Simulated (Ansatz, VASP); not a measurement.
## AgCl in VASP and in Ansatz

File INCAR:

```
PREC = Accurate
ENCUT = 520
EDIFF = 1E-6
ISMEAR = -1
SIGMA = 0.01
LREAL = False
LASPH = True
NELM = 100
ALGO = Normal
ISIF = 2
LWAVE = False
LCHARG = False
GGA = PS
NBANDS = 16
```

File KPOINTS:

```
regular mesh
0
Gamma
  9 9 9
```

Contents of POSCAR:

```
AgCl
1.0
    3.4339730000     -0.0515095950     -0.0515095950
   -0.0515095950      3.4339730000     -0.0515095950
   -0.0515095950     -0.0515095950      3.4339730000
Ag Cl
1 1
Direct
    0.0000000000      0.0000000000      0.0000000000
    0.5000000000      0.5000000000      0.5000000000
```

Input for Ansatz:

```yaml
crystal:
  lattice:
    - [3.433973, -0.051509595, -0.051509595]
    - [-0.051509595, 3.433973, -0.051509595]
    - [-0.051509595, -0.051509595, 3.433973]
  atoms:
    - { symbol: Ag, position: [0.0, 0.0, 0.0] }
    - { symbol: Cl, position: [0.5, 0.5, 0.5] }
kpoints:
  mp_grid: { grid: [9, 9, 9] }
  band_path:
    path:
      - [0.0, 0.0, 0.0]
      - [0.5, 0.0, 0.0]
      - [0.5, -0.5, 0.5]
      - [0.4710985464, -0.5289014536, 0.4710985464]
      - [0.4710985464, 0.4710985464, 0.4710985464]
      - [0.0, 0.0, 0.0]
      - [0.5, -0.5, 0.0]
    npoints: 5
scf:
  occupations: { method: fermi_dirac, width: 0.01 }
hamiltonian:
  xc: pbesol
  pseudopotentials: { kind: all_electron, lapw: { basis_error: 0.001 } }
output:
  forces: true
  stress: true
  eigenvalues: true
```

Change from the starting cell: equal xy, yz and zx shear strains of -3 %.

Alike in both runs: task single point; functional PBEsol; k mesh 9 × 9 × 9; occupations fermi-dirac, width 0.01 eV; no spin polarisation.

|  | VASP | Ansatz |
| --- | --- | --- |
| version | VASP 6.6.1 | Ansatz 0.2.0 |
| potentials or method | VASP PAW PBE potentials, release 64 (Ag, Cl), cutoff 520 eV | all-electron LAPW, scalar-relativistic |

```tsv
	VASP	Ansatz	Ansatz less VASP
pressure (GPa)	-4.6	-4.5	+0.10
traceless stress, the component that is largest in VASP (GPa)	-0.46	-0.45	+0.005
```

VASP's potentials were made for PBE, not for PBEsol. Ansatz ran all-electron here, and VASP with PAW potentials.
